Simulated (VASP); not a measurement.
A run of VASP 6.6.1 is set up as follows.

File INCAR:

```
  PREC = Accurate
  ENCUT = 520
  EDIFF = 1E-6
  ISMEAR = 0
  SIGMA = 0.02
  LREAL = False
  LASPH = True
  NELM = 60
  ALGO = Normal
  ISIF = 2
  LWAVE = False
  LCHARG = False
  GGA = PE
  NBANDS = 11
```

File KPOINTS:

```
Automatic mesh
0
Gamma
  8 8 8
```

File POSCAR:

```
NaH
1.0
    0.0000000000      2.4400000000      2.4400000000
    2.4400000000      0.0000000000      2.4400000000
    2.4400000000      2.4400000000      0.0000000000
Na H
1 1
Direct
    0.0000000000      0.0000000000      0.0000000000
    0.4801168033      0.5249200820      0.4846086066
```

Potentials or basis: VASP PAW PBE potentials, release 64 (Na_pv, H).

Command:

```sh
$ cat potpaw_PBE.64/Na_pv/POTCAR potpaw_PBE.64/H/POTCAR > POTCAR
$ mpirun -np 1 vasp_std > vasp.out
```

Q: Estimate the pressure.

A: -0.6 GPa.

Q: Predict the largest force.

A: 0.071 eV/Å.

Q: What does it give for the band gap on the k mesh?

A: 3.71 eV, indirect (least direct gap 4.55 eV).

Stress tensor (GPa, compression positive):
```
-0.69  0.01  0.00
 0.01 -0.48  0.01
 0.00  0.01 -0.70
```

Caveat: the cell differs from its parent crystal (one atom moved). A k mesh can miss the band edges.
